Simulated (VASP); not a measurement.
A run of VASP 6.6.1:

Contents of INCAR:

```
PREC = Accurate
ENCUT = 520
EDIFF = 1E-6
ISMEAR = -1
SIGMA = 0.05
LREAL = F
LASPH = T
NELM = 100
ALGO = Normal
ISIF = 2
LWAVE = F
LCHARG = F
GGA = PS
NBANDS = 28
```

Contents of KPOINTS:

```
Automatic mesh
0
Gamma
  6 6 6
```

POSCAR

```
BaZrO3
1.0
    4.1632093537      0.0000000000      0.0000000000
    0.0000000000      4.1632093537      0.0000000000
    0.0000000000      0.0000000000      4.1632093537
Ba Zr O
1 1 3
Direct
    0.0000000000      0.0000000000      0.0000000000
    0.5000000000      0.5000000000      0.5000000000
    0.5000000000      0.5000000000      0.0000000000
    0.5000000000      0.0000000000      0.5000000000
    0.0000000000      0.5000000000      0.5000000000
```

Potentials or basis: VASP PAW PBE potentials, release 64 (Ba_sv, Zr_sv, O).

The run is started by

```bash
$ cat potpaw_PBE.64/Ba_sv/POTCAR potpaw_PBE.64/Zr_sv/POTCAR potpaw_PBE.64/O/POTCAR > POTCAR
$ mpirun -np 1 vasp_std > vasp.out
```

Hardware: 1 thread of Intel Xeon 8259CL (shared host).

Q: Estimate the wall time of this run.

A: Wall time 63 s on 1 thread of Intel Xeon 8259CL, on a shared host, peak memory 0.2 GiB. Counts: scf iterations 14, k points 20.
